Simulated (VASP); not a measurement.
Write the native input for VASP 6.6.1 that does the following.

* Task: relaxation of cell and atoms
* Functional: PBE
* Potentials or basis: VASP PAW PBE potentials, release 64 (Be, Si)
* Cutoff: 600 eV
* k mesh: 8 × 8 × 8
* Occupations: gaussian, width 0.1 eV
* Spin: no spin polarisation
* Dipole correction: no
* Further INCAR settings: ALGO = Normal; EDIFF = 1e-07; IBRION = 2; EDIFFG = -0.04; NSW = 90; ISIF = 3

The structure of Be2Si lies in POSCAR:

```
Be2Si
1.0
   -1.6354106055      1.6354106055      5.6862822460
    1.6354106055     -1.6354106055      5.6862822460
    1.6354106055      1.6354106055     -5.6862822460
Be Si
4 2
Direct
    0.4165000000      0.4165000000      0.0000000000
    0.1665000000      0.6665000000      0.5000000000
    0.3335000000      0.8335000000      0.5000000000
    0.5835000000      0.5835000000      0.0000000000
    0.0000000000      0.0000000000      0.0000000000
    0.7500000000      0.2500000000      0.5000000000
```

These files were run (other wordings do the same):

INCAR

```
SYSTEM = Be2Si
ALGO = Normal ; EDIFF = 1E-7
EDIFFG = -0.04 ; ENCUT = 600
GGA = PE ; IBRION = 2
ISIF = 3 ; ISMEAR = 0
LASPH = .TRUE. ; LCHARG = .FALSE.
LREAL = .FALSE. ; LWAVE = .FALSE.
NELM = 80 ; NSW = 90
PREC = Accurate ; SIGMA = 0.1
```

KPOINTS

```
k-points
0
G
  8 8 8
  0 0 0
```

Potentials or basis: VASP PAW PBE potentials, release 64 (Be, Si).

Command:

```console
$ cat potpaw_PBE.64/Be/POTCAR potpaw_PBE.64/Si/POTCAR > POTCAR
$ mpirun -np 1 vasp_std > vasp.out
```

It gave:

```
Relaxed volume                         : 11.23 Å³/atom
Relaxed cell                           : a = 6.348 Å, b = 6.348 Å, c = 6.348 Å, α = 149.07°, β = 149.07°, γ = 44.30°
Space group after relaxing (to 0.05 Å) : I4_1/amd (No. 141)
Energy gained by relaxing              : 33.5 meV/atom
Ionic steps                            : 3
Pressure after relaxing                : 0.0 GPa
Largest force after relaxing           : 0.019 eV/Å
Band gap on the k mesh                 : zero (band 8 reaches 9.00 eV, above the bottom of band 9 at 5.13 eV)
```

Run time: 3 min on 1 thread of Intel(R) Xeon(R) 6975P-C (Granite Rapids), with other jobs on the host, peak memory 0.38 GiB.
